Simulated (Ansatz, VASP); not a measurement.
**One calculation of WC, two programs**

```
CELL_PARAMETERS angstrom
0.00000 2.13787 2.13787
2.13787 0.00000 2.13787
2.13787 2.13787 0.00000
ATOMIC_POSITIONS crystal
W 0.00000 0.00000 0.00000
C 0.50000 0.50000 0.50000
```

Change from the starting cell: strain -0.025 along x and y, -0.025 along z, atoms carried along.

Alike in both runs: task single point; functional PBEsol; k mesh 18 × 18 × 18; occupations gaussian, width 0.15 eV; no spin polarisation.

|  | VASP | Ansatz |
| --- | --- | --- |
| version | VASP 6.6.1 | Ansatz 0.2.0 |
| potentials or method | VASP PAW PBE potentials, release 64 (W_sv, C_h), cutoff 1300 eV | scalar-relativistic, plane waves, PAW |
| valence electrons in the cell | 18 | 18 |

Ansatz gave:

```
gap on the k mesh at the Fermi level (eV) : none
pressure (GPa)                            : 20.9
```

Which values does VASP return?

gap on the k mesh at the Fermi level (eV): none; pressure (GPa): 22.2.

VASP's potentials were made for PBE, not for PBEsol. A gap of «none» marks a metal or a gap that the smearing closes.

Neither program's run includes spin-orbit coupling.
